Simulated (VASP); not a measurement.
# V (I4/mmm) in VASP: notebook, part 2 of 2

VASP 6.6.1. Earlier steps stand in the parts before.

## 3. Single point, PBE, collinear spin, ferromagnetic start (zz strain of -1 %)

INCAR

```
ALGO     = Normal         # electronic algorithm
EDIFF    = 1E-6           # SCF threshold, eV
ENCUT    = 520            # plane-wave cutoff, eV
GGA      = PE             # functional
ISIF     = 2              # what is computed and relaxed
ISMEAR   = -1             # smearing method
ISPIN    = 2              # spin polarisation
LASPH    = T              # aspherical terms in the spheres
LCHARG   = F              # write CHGCAR
LMAXMIX  = 4              # l up to which the mixer works
LORBIT   = 11             # projections on sites
LREAL    = F              # projectors in reciprocal space
LWAVE    = F              # write WAVECAR
MAGMOM   = 1.5            # initial moments
NBANDS   = 16             # bands
NELM     = 150            # most SCF steps
PREC     = Accurate       # precision mode
SIGMA    = 0.03           # smearing width, eV
```

KPOINTS

```
k-points
0
Gamma
  19 19 19
```

POSCAR

```
V
1.0
   -1.5130000000      1.5130000000      1.4978700000
    1.5130000000     -1.5130000000      1.4978700000
    1.5130000000      1.5130000000     -1.4978700000
V
1
Direct
    0.0000000000      0.0000000000      0.0000000000
```

Potentials or basis: VASP PAW PBE potentials, release 64 (V_sv).

Run with:

```console
$ cat potpaw_PBE.64/V_sv/POTCAR > POTCAR
$ mpirun -np 1 vasp_std > vasp.out
```

OUTCAR:

```text
EDIFF = 1E-6
   ENCUT = 520
   GGA = PE
   ISIF = 2
   ISMEAR = -1
   ISPIN = 2
   LASPH = T
   LORBIT = 11
   LREAL = F
   NELM = 150
   PREC = Accurate

 ion  position               nearest neighbor table
   1  0.000  0.000  0.000-

  LATTYP: Found a body centered tetragonal cell.
 ALAT       =     3.0260000000
 C/A-ratio  =     0.9900000000

  Lattice vectors:

 A1 = (  -1.5130000000,   1.5130000000,   1.4978700000)
 A2 = (   1.5130000000,  -1.5130000000,   1.4978700000)
 A3 = (   1.5130000000,   1.5130000000,  -1.4978700000)

Analysis of symmetry for initial positions (statically):
=====================================================================
 Subroutine PRICEL returns:
 Original cell was already a primitive cell.

 Routine SETGRP: Setting up the symmetry group for a
 body centered tetragonal supercell.

 Subroutine GETGRP returns: Found 16 space group operations
 (whereof 16 operations were pure point group operations)
 out of a pool of 16 trial point group operations.

[... 626 lines left out ...]
      6       9.1292      0.99999
[... 8 lines left out ...]
     15      36.1686      0.00000
     16      36.5035      0.00000

 [... further k-points ...]

 spin component 2

 k-point     1 :       0.0000    0.0000    0.0000
  band No.  band energies     occupation
      1     -54.2569      1.00000
      2     -27.5862      1.00000
      3     -27.5862      1.00000
      4     -27.5856      1.00000
      5       2.9371      1.00000
      6       9.8398      0.00001
[... 435 lines left out ...]
      5       4.9562      1.00000
      6       9.1294      0.99999
[... 8 lines left out ...]
     15      36.1687      0.00000
     16      36.5036      0.00000

 [... further k-points ...]

------------------------ aborting loop because EDIFF is reached ----------------------------------------

  FORCE on cell =-STRESS in cart. coord.  units (eV):
  Direction    XX          YY          ZZ          XY          YZ          ZX
  --------------------------------------------------------------------------------------
  -------------------------------------------------------------------------------------
  Total       -0.3128544     -0.3128544     -0.2057797      0.0000000     -0.0000000     -0.0000000
  in kB      -36.5460866    -36.5460866    -24.0381553      0.0000000     -0.0000000     -0.0000000
  external PRESSURE =     -32.3767762 kB  Pullay stress =       0.0000000 kB

 VOLUME and BASIS-vectors are now :
 -----------------------------------------------------------------------------
  energy-cutoff  :      520.00
  volume of cell :       13.72
      direct lattice vectors                 reciprocal lattice vectors
    -1.513000000  1.513000000  1.497870000     0.000000000  0.330469266  0.333807340
     1.513000000 -1.513000000  1.497870000     0.330469266  0.000000000  0.333807340
     1.513000000  1.513000000 -1.497870000     0.330469266  0.330469266  0.000000000

 POSITION                                       TOTAL-FORCE (eV/Angst)
 -----------------------------------------------------------------------------------
      0.00000      0.00000      0.00000         0.000000      0.000000      0.000000
 -----------------------------------------------------------------------------------
    total drift:                                0.000000     -0.000000     -0.000000

  FREE ENERGIE OF THE ION-ELECTRON SYSTEM (eV)
  ---------------------------------------------------
  free  energy   TOTEN  =        -8.9920058202 eV

  energy  without entropy=       -8.9866338589  energy(sigma->0) =       -8.98931984

 total charge

# of ion       s       p       d       tot
------------------------------------------
    1        2.336   6.215   3.069  11.621

 magnetization (x)

# of ion       s       p       d       tot
------------------------------------------
    1        0.000   0.000   0.000   0.000
```

stdout:

```text
POSCAR found type information on POSCAR V
 POSCAR found :  1 types and       1 ions
 scaLAPACK will be used
 LDA part: xc-table for (Slater+PW92), standard interpolation
 POSCAR, INCAR and KPOINTS ok, starting setup
 FFT: planning ... GRIDC
 FFT: planning ... GRID_SOFT
 FFT: planning ... GRID
 WAVECAR not read
 entering main loop
```

Wall time 2 min (1 thread of Intel Xeon 6975P-C, shared host); peak memory 0.28 GiB.

Results:

```
Free energy                                           : -8.9920 eV
Pressure                                              : -3.2 GPa
Net moment                                            : 0.00 μB per cell
Valence electrons inside the program's atomic spheres : V 11.62
```

Stress tensor (GPa, compression positive):
```
-3.65  0.00  0.00
 0.00 -3.65  0.00
 0.00  0.00 -2.40
```

Caveat: the cell differs from its parent crystal (zz strain of -1 %).

## 4. Single point, PBE, collinear spin, ferromagnetic start (equal xx and yy strain of -2 %)

INCAR

```
SYSTEM = V
PREC = Accurate ; ENCUT = 520
EDIFF = 1E-7 ; ISMEAR = -1
SIGMA = 0.03 ; LREAL = .FALSE.
LASPH = .TRUE. ; NELM = 150
ALGO = Normal ; ISIF = 2
LWAVE = .FALSE. ; LCHARG = .TRUE.
ISPIN = 2 ; MAGMOM = 1.5
LORBIT = 11 ; LMAXMIX = 4
GGA = PE ; LELF = .TRUE.
LVHAR = .TRUE. ; NBANDS = 16
```

KPOINTS

```
Automatic mesh
0
G
  19 19 19
  0 0 0
```

POSCAR

```
V
1.0
   -1.4827400000      1.4827400000      1.5130000000
    1.4827400000     -1.4827400000      1.5130000000
    1.4827400000      1.4827400000     -1.5130000000
V
1
Direct
    0.0000000000      0.0000000000      0.0000000000
```

Run with:

```console
$ cat potpaw_PBE.64/V_sv/POTCAR > POTCAR
$ mpirun -np 1 vasp_std > vasp.out
```

It took 77 s on 1 thread of Intel Xeon 6975P-C (Granite Rapids), shared host; peak memory 0.27 GiB.

The run converged. Its results:

```yaml
Free_energy: -8.9922 eV
Pressure: 2.3 GPa
Net_moment: 0.00 μB per cell
Valence_electrons_inside_the_program's_atomic_spheres: V 11.67
```

Stress tensor (GPa, compression positive):
```
3.19 0.00 0.00
0.00 3.19 0.00
0.00 0.00 0.40
```

Levels at points of the mesh, in eV from the Fermi level:
Spin up:
```tsv
k point	band 3	band 4	band 5	band 6	band 7	band 8	band 9	band 10
(0.00, 0.00, 0.00)	-36.98	-36.98	-6.61	0.37	0.37	0.53	2.36	2.55
```
Spin down:
```tsv
k point	band 4	band 5	band 6	band 7	band 8	band 9
(0.00, 0.00, 0.00)	-36.98	-6.61	0.37	0.37	0.53	2.36
```

Caveat: the cell differs from its parent crystal (equal xx and yy strain of -2 %).

## 5. Single point, PBE, collinear spin, ferromagnetic start (equal xx and yy strain of +1 %)

INCAR

```
SYSTEM = V
PREC     = Accurate       ! precision mode
ENCUT    = 520            ! plane-wave cutoff, eV
EDIFF    = 1E-6           ! SCF threshold, eV
ISMEAR   = -1             ! smearing method
SIGMA    = 0.03           ! smearing width, eV
LREAL    = .FALSE.        ! projectors in reciprocal space
LASPH    = .TRUE.         ! aspherical terms in the spheres
NELM     = 150            ! most SCF steps
ALGO     = Normal         ! electronic algorithm
ISIF     = 2              ! what is computed and relaxed
LWAVE    = .FALSE.        ! write WAVECAR
LCHARG   = .TRUE.         ! write CHGCAR
ISPIN    = 2              ! spin polarisation
MAGMOM   = 1.5            ! initial moments
LORBIT   = 11             ! projections on sites
LMAXMIX  = 4              ! l up to which the mixer works
GGA      = PE             ! functional
LELF     = .TRUE.         ! ELF
LVHAR    = .TRUE.       
NBANDS   = 16             ! bands
```

KPOINTS is that of step 4.

POSCAR

```
V
1.0
   -1.5281300000      1.5281300000      1.5130000000
    1.5281300000     -1.5281300000      1.5130000000
    1.5281300000      1.5281300000     -1.5130000000
V
1
Direct
    0.0000000000      0.0000000000      0.0000000000
```

Run with:

```console
$ cat potpaw_PBE.64/V_sv/POTCAR > POTCAR
$ mpirun -np 1 vasp_std > vasp.out
```

It took 78 s on 1 thread of Intel Xeon 6975P-C (Granite Rapids), shared host; peak memory 0.28 GiB.

It converged, with:

```
Free energy                                           : -8.9774 eV
Pressure                                              : -8.0 GPa
Net moment                                            : 0.00 μB per cell
Valence electrons inside the program's atomic spheres : V 11.57
```

Stress tensor (GPa, compression positive):
```
-8.40  0.00  0.00
 0.00 -8.40  0.00
 0.00  0.00 -7.25
```

Levels at points of the mesh, in eV from the Fermi level:
Spin up:
```tsv
k point	band 3	band 4	band 5	band 6	band 7	band 8	band 9	band 10	band 11	band 12
(0.00, 0.00, 0.00)	-37.15	-37.15	-6.47	0.35	0.43	0.43	2.25	2.34	20.05	20.05
```
Spin down:
| k point | band 4 | band 5 | band 6 | band 7 | band 8 | band 9 | band 10 | band 11 |
| --- | --- | --- | --- | --- | --- | --- | --- | --- |
| (0.00, 0.00, 0.00) | -37.14 | -6.47 | 0.36 | 0.43 | 0.43 | 2.25 | 2.34 | 20.05 |

Caveat: the cell differs from its parent crystal (equal xx and yy strain of +1 %).

## 6. Overview

| cell | gap on the mesh (eV) | pressure (GPa) | moment (μB) |
| --- | --- | --- | --- |
| a = 2.603 Å, angles 109.7, 109.7, 108.9°, 1 atom | none | -1.5 | 0.00 |
| a = 2.612 Å, angles 109.2, 109.2, 110.0°, 1 atom | none | -3.2 | 0.00 |
| a = 2.586 Å, angles 110.0, 110.0, 108.4°, 1 atom | none | 2.3 | 0.00 |
| a = 2.638 Å, angles 109.2, 109.2, 110.0°, 1 atom | none | -8.0 | 0.00 |

Alike in all rows: task single point; level PBE; potentials or basis VASP PAW PBE potentials, release 64 (V_sv); spin collinear, ferromagnetic start; k mesh 19 × 19 × 19; cutoff (eV) 520; smearing fermi-dirac 0.03 eV.

Total energies depend on the potentials used, so only differences within one code and one set of settings carry meaning.
